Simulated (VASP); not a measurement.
Runs of VASP 6.6.1 on RbZn2. The structure is that of space group P4/nmm (No. 129), or close to it. The cells are those of the table. 

```tsv
task	cell	k mesh	cutoff (eV)	gap on the mesh (eV)	pressure (GPa)	largest force (eV/Å)
relaxation of cell and atoms	relaxed from a = 4.378, b = 4.378, c = 6.680 Å, 6 atoms	4 × 4 × 4	600	none	0.0	0.03
single point	a = 4.378, b = 4.378, c = 6.680 Å, 6 atoms	4 × 4 × 4	520	none	16.0	1.49
single point	a = 4.838, b = 4.838, c = 8.222 Å, 6 atoms	4 × 4 × 4	520	none	0.1	0.02
single point	a = 4.705, b = 4.705, c = 8.961 Å, 6 atoms	8 × 8 × 6	520	none	0.1	(a)
```

Alike in all rows: level PBE; potentials or basis VASP PAW PBE potentials, release 64 (Rb_sv, Zn); no spin polarisation; smearing gaussian 0.1 eV.

Task: Estimate the missing entries.

Result: (a) 0.01.

Caveats: forces of over 1 eV/Å act on the atoms, so gaps and moduli don't describe the material at rest (some runs).

A k mesh can miss the band edges, and the runs leave out spin-orbit coupling on Rb.

A gap of «none» marks levels without a gap at the run's occupations.
